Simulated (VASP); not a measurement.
# Te (P6/mmm) in VASP: further runs, part 2 of 3

VASP 6.6.1. The steps go on from the part before.

## (3) Single point, PBE

This run uses another cell than the first one, of 39.24 Å³/atom.

Input file INCAR:

```
SYSTEM = Te
PREC     = Accurate       ! precision mode
ENCUT    = 500            ! plane-wave cutoff, eV
EDIFF    = 1E-6           ! SCF threshold, eV
ISMEAR   = 0              ! smearing method
SIGMA    = 0.1            ! smearing width, eV
LREAL    = .False.        ! projectors in reciprocal space
LASPH    = .True.         ! aspherical terms in the spheres
NELM     = 120            ! most SCF steps
ALGO     = Normal         ! electronic algorithm
ISIF     = 2              ! what is computed and relaxed
LWAVE    = .False.        ! write WAVECAR
LCHARG   = .False.        ! write CHGCAR
GGA      = PE             ! functional
NBANDS   = 20             ! bands
GGA_COMPAT= .False.
```

Input file KPOINTS:

```
Automatic mesh
0
Gamma
  6 6 4
  0 0 0
```

Input file POSCAR:

```
Te
1.0
    5.3462521929     -0.0000000040      0.0000000000
   -2.6731260930      4.6299902161      0.0000000000
    0.0000000000      0.0000000000      6.3402363685
Te
4
Direct
    0.0000000000      0.0000000000      0.7094576926
    0.0000000000      0.0000000000      0.2905423074
    0.3333333333      0.6666666667      0.0000000000
    0.6666666667      0.3333333333      0.0000000000
```

Potentials or basis: VASP PAW PBE potentials, release 64 (Te).

Launch:

```sh
$ cat potpaw_PBE.64/Te/POTCAR > POTCAR
$ mpirun -np 1 vasp_std > vasp.out
```

Run time: 39 s. Hardware: 1 thread of Intel Xeon Platinum 8488C (Sapphire Rapids), shared host; peak memory 0.26 GiB.

The run converged. Its results:

```yaml
Free_energy: -11.1165 eV
Pressure: 0.0 GPa
Largest_force: 0.023 eV/Å
Band_gap_on_the_k_mesh: zero (bands 12 and 13 overlap by 0.69 eV)
```

Forces in eV/Å, atoms in the order of the input:
```
Te   0.000  0.000  0.023
Te   0.000  0.000 -0.023
Te   0.000  0.000  0.000
Te   0.000  0.000  0.000
```

Levels at points of the mesh, in eV from the Fermi level:
```csv
k point,band 8,band 9,band 10,band 11,band 12,band 13,band 14,band 15,band 16,band 17
"(0.00, 0.00, 0.00)",-3.18,-3.18,-2.22,-0.47,-0.47,0.11,0.94,0.94,3.24,3.67
"(0.50, 0.00, 0.00)",-2.46,-1.34,-1.15,-1.05,-0.72,0.68,1.45,1.66,3.60,4.48
"(0.00, 0.00, 0.50)",-2.46,-2.46,-2.15,-2.15,-1.37,0.04,0.34,2.50,2.50,4.64
"(0.50, 0.00, 0.50)",-2.51,-2.35,-1.14,-0.84,0.10,0.33,1.09,1.23,1.47,6.04
```

Caveat: spin-orbit coupling is left out, which moves the levels of the heavy elements.

## (4) Relaxation of cell and atoms, PBE

Input file INCAR:

```
PREC = Accurate
ENCUT = 500
EDIFF = 1E-7
ISMEAR = 0
SIGMA = 0.1
LREAL = False
LASPH = True
NELM = 120
ALGO = Normal
ISIF = 3
LWAVE = False
LCHARG = False
GGA = PE
IBRION = 2
NSW = 90
EDIFFG = -0.04
GGA_COMPAT = False
NELMIN = 4
```

Input file KPOINTS:

```
Automatic mesh
0
Gamma
  6 6 4
```

Input file POSCAR:

```
Te
1.0
    3.8791859300      0.0000000000      0.0000000000
   -1.9395929600      3.3594735600      0.0000000000
    0.0000000000      0.0000000000      6.5847047200
Te
4
Direct
    0.0000000000      0.0000000000      0.6103659600
    0.0000000000      0.0000000000      0.3896340400
    0.3333333300      0.6666666700      0.0000000000
    0.6666666700      0.3333333300      0.0000000000
```

Potentials or basis: VASP PAW PBE potentials, release 64 (Te).

Launch:

```sh
$ cat potpaw_PBE.64/Te/POTCAR > POTCAR
$ mpirun -np 1 vasp_std > vasp.out
```

OUTCAR:

```text
PREC = Accurate
   ENCUT = 500
   EDIFF = 1E-7
   ISMEAR = 0
   LREAL = False
   LASPH = True
   NELM = 120
   ISIF = 3
   GGA = PE
   IBRION = 2
   NSW = 90
   EDIFFG = -0.04
   NELMIN = 4

 ion  position               nearest neighbor table
   1  0.000  0.000  0.610-   2 1.45   3 3.41   4 3.41   3 3.41   4 3.41   4 3.41   3 3.41
   2  0.000  0.000  0.390-   1 1.45   3 3.41   4 3.41   3 3.41   4 3.41   4 3.41   3 3.41
   3  0.333  0.667  0.000-   4 2.24   4 2.24   4 2.24   1 3.41   2 3.41   2 3.41   1 3.41   2 3.41
                             1 3.41
   4  0.667  0.333  0.000-   3 2.24   3 2.24   3 2.24   1 3.41   2 3.41   1 3.41   2 3.41   1 3.41
                             2 3.41

 -----------------------------------------------------------------------------
|                                                                             |
|           W    W    AA    RRRRR   N    N  II  N    N   GGGG   !!!           |
[... 204 lines left out ...]
 Fermi energy:        13.2473619016
[... 1307 lines left out ...]
      3      -5.9476      2.00000
      4      -5.9476      2.00000
      5       1.5227      2.00000
      6       1.5227      2.00000
[... 8 lines left out ...]
     15       6.4990      0.00000
     16       7.4663      0.00000

[... ionic steps 4 to 27 ...]

--------------------------------------- Ionic step       28  -------------------------------------------

 number of electron      23.9999998 magnetization

------------------------ aborting loop because EDIFF is reached ----------------------------------------
[... 71 lines left out ...]
--------------------------------------- Ionic step       30  -------------------------------------------

 number of electron      23.9999996 magnetization

 Free energy of the ion-electron system (eV)
  ---------------------------------------------------
  ext. energy  EPLUGINS =         0.00000000
  ---------------------------------------------------
  free energy    TOTEN  =       -11.10881365 eV

  energy without entropy =      -11.09431747  energy(sigma->0) =      -11.10156556

 E-fermi :   4.5881     XC(G=0):  -8.3827

 val. band max:        4.5688688421   @ k =   0.5000   0.0000   0.2500
 cond. band min:       4.6406985036   @ k =   0.3333   0.3333   0.2500
 fundamental gap:      0.0718296615
 Fermi energy:         4.5880955890
[... 428 lines left out ...]
  FREE ENERGIE OF THE ION-ELECTRON SYSTEM (eV)
  ---------------------------------------------------
  free  energy   TOTEN  =       -11.1088136535 eV

  energy  without entropy=      -11.0943174710  energy(sigma->0) =      -11.10156556

 reached required accuracy - stopping structural energy minimisation
```

Run time: 11 min. Hardware: 1 thread of Intel Xeon Platinum 8488C (Sapphire Rapids), shared host; peak memory 0.2 GiB.

What came out:

```
Free energy                           : -11.1088 eV
Relaxed volume                        : 37.91 Å³/atom
Relaxed cell                          : a = 5.363 Å, b = 5.363 Å, c = 6.087 Å, α = 90.00°, β = 90.00°, γ = 120.00°
Space group after relaxing (to 0.1 Å) : P6/mmm (No. 191)
Energy gained by relaxing             : 16624.3 meV/atom
Ionic steps                           : 30
Pressure after relaxing               : 0.1 GPa
Band gap on the k mesh                : zero (bands 12 and 13 overlap by 0.85 eV)
```

Forces on the atoms (eV/Å):
```
Te   0.000  0.000  0.002
Te   0.000  0.000 -0.002
Te   0.000  0.000  0.000
Te   0.000  0.000  0.000
```

The path:
| step | energy change (eV) | largest force (eV/Å) | pressure (GPa) | volume (Å³) |
| --- | --- | --- | --- | --- |
| 1 | 0.0000 | 185.6734 | 239.55 | 85.81 |
| 2 | -33.5390 | 93.4811 | 5.49 | 997.00 |
| 3 | -62.4283 | 0.4354 | -0.23 | 310.63 |
| 4 | -62.4018 | 0.4125 | -0.09 | 304.66 |
| 5 | -62.2369 | 0.3282 | 0.82 | 273.63 |
| 6 | -62.2697 | 0.3389 | 0.66 | 278.53 |
| 7 | -62.5011 | 0.4160 | -0.53 | 288.48 |
| 8 | -62.5787 | 0.5497 | -1.39 | 297.67 |
| 9 | -62.8720 | 0.8718 | -1.66 | 284.05 |
| 10 | -64.2688 | 1.2054 | -2.60 | 241.25 |
| 11 | -65.8428 | 2.3835 | 5.42 | 146.73 |
| 12 | -65.2543 | 0.6655 | -2.43 | 199.99 |
| 13 | -65.8916 | 0.3324 | -0.92 | 173.82 |
| 14 | -66.1581 | 0.5033 | 0.87 | 160.39 |
| 15 | -66.1694 | 0.9862 | 1.71 | 156.39 |
| 16 | -66.1466 | 0.0973 | -3.31 | 175.58 |
| 17 | -66.2632 | 0.4524 | -1.07 | 164.85 |
| 18 | -66.3848 | 0.5567 | -0.91 | 159.31 |
| 19 | -66.0408 | 0.3099 | 4.07 | 142.49 |
| 20 | -66.4221 | 0.6454 | -0.39 | 155.60 |
| 21 | -66.4232 | 0.3183 | 0.61 | 150.41 |
| 22 | -66.4390 | 0.5443 | -0.01 | 153.10 |
| 23 | -66.4825 | 0.0335 | 0.58 | 149.78 |
| 24 | -66.4826 | 0.0299 | 0.62 | 149.65 |
| 25 | -66.4924 | 0.0858 | -0.42 | 153.58 |
| 26 | -66.4943 | 0.0697 | -0.13 | 152.41 |
| 27 | -66.4953 | 0.0792 | 0.02 | 151.79 |
| 28 | -66.4954 | 0.0818 | 0.08 | 151.55 |
| 29 | -66.4963 | 0.0626 | 0.08 | 151.57 |
| 30 | -66.4971 | 0.0025 | 0.07 | 151.64 |

Final structure:
```xyz
4
Lattice="5.3634 0.0000 0.0000 -2.6817 4.6448 0.0000 0.0000 0.0000 6.0869" Properties=species:S:1:pos:R:3 pbc="T T T"
Te    0.0000    0.0000    4.4777
Te    0.0000    0.0000    1.6092
Te    0.0000    3.0965    0.0000
Te    2.6817    1.5483    0.0000
```

Levels at points of the mesh, in eV from the Fermi level:
| k point | band 8 | band 9 | band 10 | band 11 | band 12 | band 13 | band 14 | band 15 | band 16 |
| --- | --- | --- | --- | --- | --- | --- | --- | --- | --- |
| (0.00, 0.00, 0.00) | -3.53 | -3.53 | -2.23 | -0.55 | -0.55 | -0.04 | 1.57 | 1.57 | 3.92 |
| (0.50, 0.00, 0.00) | -2.21 | -1.26 | -1.22 | -0.84 | -0.80 | 0.60 | 1.15 | 1.80 | 4.62 |
| (0.00, 0.00, 0.50) | -3.09 | -3.09 | -1.81 | -1.81 | -0.99 | -0.61 | -0.14 | 2.93 | 2.93 |
| (0.50, 0.00, 0.50) | -2.04 | -2.03 | -1.16 | -1.13 | 0.24 | 0.30 | 0.62 | 1.09 | 1.17 |

Caveat: the volume moved by over 15 % at a fixed basis, so the end points are rough; spin-orbit coupling is left out, which moves the levels of the heavy elements.

## (5) Single point, PBE

This run uses another cell than the first one, of 39.13 Å³/atom.

Input file INCAR:

```
SYSTEM = Te
ALGO = Normal
EDIFF = 1E-6
ENCUT = 500
GGA = PE
GGA_COMPAT = .FALSE.
ISIF = 2
ISMEAR = 0
LASPH = .TRUE.
LCHARG = .FALSE.
LREAL = .FALSE.
LWAVE = .FALSE.
NBANDS = 20
NELM = 120
PREC = Accurate
SIGMA = 0.1
```

Input file KPOINTS:

```
k-points
0
G
  12 12 8
  0 0 0
```

Input file POSCAR:

```
Te
1.0
    5.3370596938      0.0000000000      0.0000000000
   -2.6685298469      4.6220292764      0.0000000000
    0.0000000000      0.0000000000      6.3450686698
Te
4
Direct
    0.0000000000      0.0000000000      0.7099926825
    0.0000000000      0.0000000000      0.2900073175
    0.3333333333      0.6666666667      0.0000000000
    0.6666666667      0.3333333333      0.0000000000
```

Launch:

```sh
$ cat potpaw_PBE.64/Te/POTCAR > POTCAR
$ mpirun -np 1 vasp_std > vasp.out
```

It took 3.1 min on 1 thread of Intel Xeon Platinum 8488C (Sapphire Rapids), shared host; peak memory 0.38 GiB.

The run converged. Its results:

* Free energy: -11.1348 eV
* Pressure: 0.0 GPa
* Largest force: 0.014 eV/Å
* Band gap on the k mesh: zero (bands 12 and 13 overlap by 0.69 eV)

Forces in eV/Å, atoms in the order of the input:
```
Te   0.000  0.000  0.014
Te   0.000  0.000 -0.014
Te   0.000  0.000  0.000
Te   0.000  0.000  0.000
```

Levels at points of the mesh, in eV from the Fermi level:
```
           k point  band 8  band 9  band 10  band 11  band 12  band 13  band 14  band 15  band 16  band 17
(0.00, 0.00, 0.00)   -3.17   -3.17    -2.22    -0.46    -0.46     0.13     0.98     0.98     3.25     3.65
(0.50, 0.00, 0.00)   -2.43   -1.31    -1.15    -1.03    -0.71     0.71     1.48     1.68     3.57     4.50
(0.00, 0.00, 0.50)   -2.46   -2.46    -2.12    -2.12    -1.36     0.05     0.32     2.53     2.53     4.65
(0.50, 0.00, 0.50)   -2.51   -2.33    -1.14    -0.83     0.13     0.35     1.12     1.23     1.50     6.06
```

Caveat: spin-orbit coupling is left out, which moves the levels of the heavy elements.

(Continued in part 3 of 3.)
